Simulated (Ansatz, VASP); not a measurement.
## Two plane-wave programs on As

File INCAR:

```
SYSTEM = As
PREC = Accurate
ENCUT = 520
EDIFF = 1E-6
ISMEAR = -1
SIGMA = 0.1
LREAL = .False.
LASPH = .True.
NELM = 60
ALGO = Normal
ISIF = 2
LWAVE = .False.
LCHARG = .False.
GGA = RP
NBANDS = 12
```

The input KPOINTS:

```
Automatic mesh
0
Gamma
  10 10 10
  0 0 0
```

File POSCAR:

```
As
1.0
    0.0000000000      3.1324784745      3.1324784745
    3.1324784745      0.0000000000      3.1324784745
    3.1324784745      3.1324784745      0.0000000000
As
2
Direct
    0.1250000000      0.1250000000      0.1250000000
    0.8750000000      0.8750000000      0.8750000000
```

Input for Ansatz:

```yaml
crystal:
  lattice:
    - [0.0, 3.1324784745, 3.1324784745]
    - [3.1324784745, 0.0, 3.1324784745]
    - [3.1324784745, 3.1324784745, 0.0]
  atoms:
    - { symbol: As, position: [0.125, 0.125, 0.125] }
    - { symbol: As, position: [0.875, 0.875, 0.875] }
hamiltonian:
  xc: rpbe
  pseudopotentials:
    kind: paw
    azcp:
      As: "pseudopotentials/As.paw.azcp"
basis:
  ecutwfc: 420
  fft_grid_basis: typed
kpoints:
  mp_grid: { grid: [10, 10, 10], shift: [0, 0, 0] }
magnetization:
  spin_polarized: false
scf:
  occupations: { method: fermi_dirac, width: 0.1 }
  lower_state_search: "off"
output:
  stress: true
```

Alike in both runs: task single point; functional RPBE; k mesh 10 × 10 × 10; occupations fermi-dirac, width 0.1 eV; no spin polarisation.

|  | VASP | Ansatz |
| --- | --- | --- |
| version | VASP 6.6.1 | Ansatz 0.2.0 |
| potentials or method | VASP PAW PBE potentials, release 64 (As), cutoff 520 eV | plane waves (420 eV) with PAW, scalar-relativistic |
| valence electrons in the cell | 10 | 30 |

```tsv
	VASP	Ansatz	Ansatz less VASP
pressure (GPa)	-1.6	-1.7	-0.04
```

VASP's potentials were made for PBE, not for RPBE. VASP's potentials hold 10 valence electrons a cell and Ansatz's 30, so a difference there can come from the potentials and not from the codes.
